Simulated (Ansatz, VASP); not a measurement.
**Two plane-wave programs on AlN**

```
CELL_PARAMETERS angstrom
0.00000 2.16772 2.16772
2.16772 0.00000 2.16772
2.16772 2.16772 0.00000
ATOMIC_POSITIONS crystal
Al 0.00000 0.00000 0.00000
N 0.75000 0.75000 0.75000
```

Alike in both runs: task single point; functional LDA; k mesh 10 × 10 × 10; occupations fermi-dirac, width 0.05 eV; no spin polarisation.

```csv
,VASP,Ansatz
version,VASP 6.6.1,Ansatz 0.2.0
potentials or method,"VASP PAW LDA potentials, release 64 (Al, N), cutoff 600 eV","scalar-relativistic, plane waves, PAW"
valence electrons in the cell,8,8
```

Ansatz gave:

```
gap on the k mesh at the Fermi level (eV) : 3.25
pressure (GPa)                            : 1.0
```

**Question.** Estimate VASP's values.

**Answer.** gap on the k mesh at the Fermi level (eV): 3.23; pressure (GPa): 1.6.

LDA's correlation is that of Perdew and Zunger in VASP and of Perdew and Wang (1992) in Ansatz.
